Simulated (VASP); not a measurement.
# Sb (Pm-3m) in VASP: notebook, part 2 of 2

VASP 6.6.1.

### 4 Single point, HSE06, non-collinear spin, zero start, spin-orbit coupling

Contents of POSCAR:

```
Sb
1.0
    3.1600000000      0.0000000000      0.0000000000
    0.0000000000      3.1600000000      0.0000000000
    0.0000000000      0.0000000000      3.1600000000
Sb
1
Direct
    0.0000000000      0.0000000000      0.0000000000
```

Contents of INCAR.step1:

```
SYSTEM = Sb
  PREC = Accurate
  ENCUT = 520
  EDIFF = 1E-5
  ISMEAR = -1
  SIGMA = 0.05
  LREAL = .False.
  LASPH = .True.
  NELM = 150
  ALGO = Normal
  ISIF = 2
  LWAVE = .True.
  LCHARG = .False.
  LNONCOLLINEAR = .True.
  MAGMOM = 0 0 0
  LORBIT = 11
  LSORBIT = .True.
  GGA_COMPAT = .False.
  LORBMOM = .True.
  NBANDS = 16
  GGA = PE
```

Contents of INCAR.step2:

```
SYSTEM = Sb
  PREC = Accurate
  ENCUT = 520
  EDIFF = 1E-7
  ISMEAR = -1
  SIGMA = 0.05
  LREAL = .False.
  LASPH = .True.
  NELM = 150
  ALGO = Normal
  ISIF = 2
  LWAVE = .False.
  LCHARG = .False.
  LNONCOLLINEAR = .True.
  MAGMOM = 0 0 0
  LORBIT = 11
  LSORBIT = .True.
  GGA_COMPAT = .False.
  LORBMOM = .True.
  GGA = PE
  LHFCALC = .True.
  HFSCREEN = 0.2079
  PRECFOCK = Normal
  NBANDS = 16
  ISTART = 1
```

Contents of KPOINTS:

```
regular mesh
0
Gamma
  4 4 4
  0 0 0
```

Potentials or basis: VASP PAW PBE potentials, release 64 (Sb).

The run is started by

```console
cat potpaw_PBE.64/Sb/POTCAR > POTCAR
cp INCAR.step1 INCAR
mpirun -np 1 vasp_ncl > vasp.out
cp INCAR.step2 INCAR
mpirun -np 1 vasp_ncl > vasp.out
```

OUTCAR:

```text
SYSTEM = Sb
   PREC = Accurate
   ENCUT = 520
   EDIFF = 1E-7
   ISMEAR = -1
   LREAL = .False.
   LASPH = .True.
   NELM = 150
   ISIF = 2
   LNONCOLLINEAR = .True.
   LORBIT = 11
   LSORBIT = .True.
   GGA = PE
   LHFCALC = .True.
   HFSCREEN = 0.2079
   PRECFOCK = Normal
   ISTART = 1

 ion  position               nearest neighbor table
   1  0.000  0.000  0.000-

  LATTYP: Found a simple cubic cell.
 ALAT       =     3.1600000000

  Lattice vectors:

 A1 = (   3.1600000000,   0.0000000000,   0.0000000000)
 A2 = (   0.0000000000,   3.1600000000,   0.0000000000)
 A3 = (   0.0000000000,   0.0000000000,   3.1600000000)

Analysis of symmetry for initial positions (statically):
=====================================================================
 Subroutine PRICEL returns:
 Original cell was already a primitive cell.

 Routine SETGRP: Setting up the symmetry group for a
 simple cubic supercell.

 Subroutine GETGRP returns: Found 48 space group operations
 (whereof 48 operations were pure point group operations)
 out of a pool of 48 trial point group operations.

The static configuration has the point symmetry O_h .

Analysis of symmetry for dynamics (positions and initial velocities):
=====================================================================
 Subroutine PRICEL returns:
[... 389 lines left out ...]
  free  energy   TOTEN  =        -4.5968628801 eV

  energy  without entropy=       -4.5880896577  energy(sigma->0) =       -4.59247627

 orbital moment (x)

 # of ion     p       d       tot
 ----------------------------------------
  1         0.000  -0.000   0.000
 ----------------------------------------
            0.000  -0.000   0.000

 orbital moment (y)

 # of ion     p       d       tot
 ----------------------------------------
  1         0.000  -0.000   0.000
 ----------------------------------------
            0.000  -0.000   0.000

 orbital moment (z)

 # of ion     p       d       tot
 ----------------------------------------
  1         0.000   0.000   0.000
 ----------------------------------------
            0.000   0.000   0.000

 Spin-Orbit-Coupling matrix elements

 Ion:    1  E_soc:     -0.1358196
 l=   1
     0.0000000    -0.0224851    -0.0224851
    -0.0224851     0.0000000    -0.0224851
    -0.0224851    -0.0224851     0.0000000
 l=   2
     0.0000000    -0.0000351     0.0000000    -0.0000351    -0.0001164
    -0.0000351     0.0000000    -0.0000873    -0.0000351    -0.0000291
     0.0000000    -0.0000873     0.0000000    -0.0000873     0.0000000
    -0.0000351    -0.0000351    -0.0000873     0.0000000    -0.0000291
    -0.0001164    -0.0000291     0.0000000    -0.0000291     0.0000000
 l=   3
     0.0000000     0.0000000     0.0000000     0.0000000     0.0000000     0.0000000     0.0000000
     0.0000000     0.0000000     0.0000000     0.0000000     0.0000000     0.0000000     0.0000000
     0.0000000     0.0000000     0.0000000     0.0000000     0.0000000     0.0000000     0.0000000
     0.0000000     0.0000000     0.0000000     0.0000000     0.0000000     0.0000000     0.0000000
     0.0000000     0.0000000     0.0000000     0.0000000     0.0000000     0.0000000     0.0000000
     0.0000000     0.0000000     0.0000000     0.0000000     0.0000000     0.0000000     0.0000000
     0.0000000     0.0000000     0.0000000     0.0000000     0.0000000     0.0000000     0.0000000

 total charge

# of ion       s       p       d       tot
------------------------------------------
    1        1.215   1.228   0.039   2.482

 magnetization (x)

# of ion       s       p       d       tot
------------------------------------------
    1       -0.000   0.000   0.000  -0.000

 magnetization (y)

# of ion       s       p       d       tot
------------------------------------------
    1        0.000   0.000   0.000   0.000

 magnetization (z)

# of ion       s       p       d       tot
------------------------------------------
    1       -0.000  -0.000   0.000  -0.000
```

It took 3.8 min on 1 thread of Intel Xeon Platinum 8488C (Sapphire Rapids), shared host; peak memory 0.29 GiB.

What came out:

- Free energy: -4.5969 eV
- Pressure: -6.0 GPa
- Net moment: 0.00 μB per cell
- Valence electrons inside the program's atomic spheres: Sb 2.48

Moments on the atoms (μB; x, y, z):
```
Sb  0.00 0.00 0.00
```

Caveat: the k points lie up to 0.50 Å⁻¹ apart; the PAW data sets were made with another functional, which shifts forces and pressure a little.

### 5 Overview

| task | level | spin | cell | k mesh | cutoff (eV) | grid for exact exchange (PRECFOCK) | screening parameter | gap on the mesh (eV) | pressure (GPa) |
| --- | --- | --- | --- | --- | --- | --- | --- | --- | --- |
| relaxation of cell and atoms | PBEsol | off | relaxed to 20 GPa | 8 × 8 × 8 | 600 | - | - | none | 20.0 |
| relaxation of cell and atoms | PBEsol | off | relaxed to 30 GPa | 8 × 8 × 8 | 600 | - | - | none | 29.9 |
| single point | HSE06 | non-collinear, zero start, SOC | as given | 4 × 4 × 4 | 520 | Normal | 0.2079 1/Å | - | -6.0 |

Alike in all rows: potentials or basis VASP PAW PBE potentials, release 64 (Sb); smearing fermi-dirac 0.05 eV.

Caveats: some runs use coarse meshes; the PAW data sets were made with another functional, which shifts forces and pressure a little; the cell is relaxed towards a set pressure, so the enthalpy falls and the energy may rise (some runs); spin-orbit coupling is left out, which moves the levels of the heavy elements (some runs).

Total energies depend on the potentials used, so only differences within one code and one set of settings carry meaning.
